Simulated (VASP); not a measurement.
Set up this calculation in VASP 6.6.1, as the native input.

```
Task                   : single point
Functional             : r2SCAN
Potentials or basis    : VASP PAW PBE potentials, release 64 (Ti_sv, Al)
Cutoff                 : 520 eV
k mesh                 : 16 × 16 × 16
Occupations            : gaussian, width 0.1 eV
Spin                   : no spin polarisation
Dipole correction      : no
Further INCAR settings : ALGO = Normal; EDIFF = 1e-06; NBANDS = 18
```

TiAl3:

```
Ti Al
1.0
    -1.89186    1.89186    4.23211
     1.89186   -1.89186    4.23211
     1.89186    1.89186   -4.23211
Ti Al
1 3
Direct
  0.00000 0.00000 0.00000
  0.50000 0.50000 0.00000
  0.75000 0.25000 0.50000
  0.25000 0.75000 0.50000
```

The input as run:

POSCAR

```
TiAl3
1.0
   -1.8918587788      1.8918587788      4.2321068096
    1.8918587788     -1.8918587788      4.2321068096
    1.8918587788      1.8918587788     -4.2321068096
Ti Al
1 3
Direct
    0.0000000000      0.0000000000      0.0000000000
    0.5000000000      0.5000000000      0.0000000000
    0.7500000000      0.2500000000      0.5000000000
    0.2500000000      0.7500000000      0.5000000000
```

INCAR.step1

```
SYSTEM = TiAl3
PREC = Accurate
ENCUT = 520
ISMEAR = 0
SIGMA = 0.1
LREAL = .False.
LASPH = .True.
NELM = 60
NBANDS = 18
GGA = PE
ALGO = Normal
EDIFF = 1E-4
LWAVE = .True.
LCHARG = .False.
```

INCAR.step2

```
SYSTEM = TiAl3
PREC = Accurate
ENCUT = 520
EDIFF = 1E-6
ISMEAR = 0
SIGMA = 0.1
LREAL = .False.
LASPH = .True.
NELM = 60
ALGO = Normal
ISIF = 2
LWAVE = .False.
LCHARG = .False.
METAGGA = R2SCAN
LMIXTAU = .True.
NBANDS = 18
ISTART = 1
```

KPOINTS

```
Automatic mesh
0
Gamma
  16 16 16
  0 0 0
```

Potentials or basis: VASP PAW PBE potentials, release 64 (Ti_sv, Al).

The run is started by

```sh
$ cat potpaw_PBE.64/Ti_sv/POTCAR potpaw_PBE.64/Al/POTCAR > POTCAR
$ cp INCAR.step1 INCAR
$ mpirun -np 1 vasp_std > vasp.out
$ cp INCAR.step2 INCAR
$ mpirun -np 1 vasp_std > vasp.out
```

It gave:

```json
{"Pressure": "3.9 GPa", "Band gap on the k mesh": "zero (an odd number of electrons rules out a gap without spin polarisation)"}
```

Caveat: the cell stands under pressure; the PAW data sets were made with another functional, which shifts forces and pressure a little.

It took 45 min on 1 thread of Oxide Virtual Turin-like Processor (shared host), peak memory 0.49 GiB.
